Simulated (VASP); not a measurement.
A run of VASP 6.6.1:

Contents of INCAR:

```
SYSTEM = TaN
  ALGO = Normal
  EDIFF = 1E-6
  ENCUT = 520
  GGA = PE
  ISIF = 2
  ISMEAR = 0
  IVDW = 12
  LASPH = .TRUE.
  LCHARG = .FALSE.
  LREAL = .FALSE.
  LWAVE = .FALSE.
  NBANDS = 24
  NELM = 80
  PREC = Accurate
  SIGMA = 0.1
```

Contents of KPOINTS:

```
k-points
0
G
  6 6 4
  0 0 0
```

POSCAR

```
TaN
1.0
    3.0500010905      0.0000000000      0.0000000000
   -1.5250005453      2.6413784260      0.0000000000
    0.0000000000      0.0000000000      4.9400000000
Ta N
2 2
Direct
    0.3333333333      0.6666666667      0.0000000000
    0.6666666667      0.3333333333      0.5000000000
    0.3333333333      0.6666666667      0.3850000000
    0.6666666667      0.3333333333      0.8850000000
```

Potentials or basis: VASP PAW PBE potentials, release 64 (Ta_pv, N).

Launch:

```sh
$ cat potpaw_PBE.64/Ta_pv/POTCAR potpaw_PBE.64/N/POTCAR > POTCAR
$ mpirun -np 1 vasp_std > vasp.out
```

Hardware: 1 thread of AMD EPYC 7R43 64-Core Processor (Zen 3), on a shared host.

Estimate the wall time of this run.

Wall time 24 s on 1 thread of AMD EPYC 7R43 64-Core Processor (Zen 3), with other jobs on the host, peak memory 0.14 GiB. Counts: scf iterations 12, k points 21.
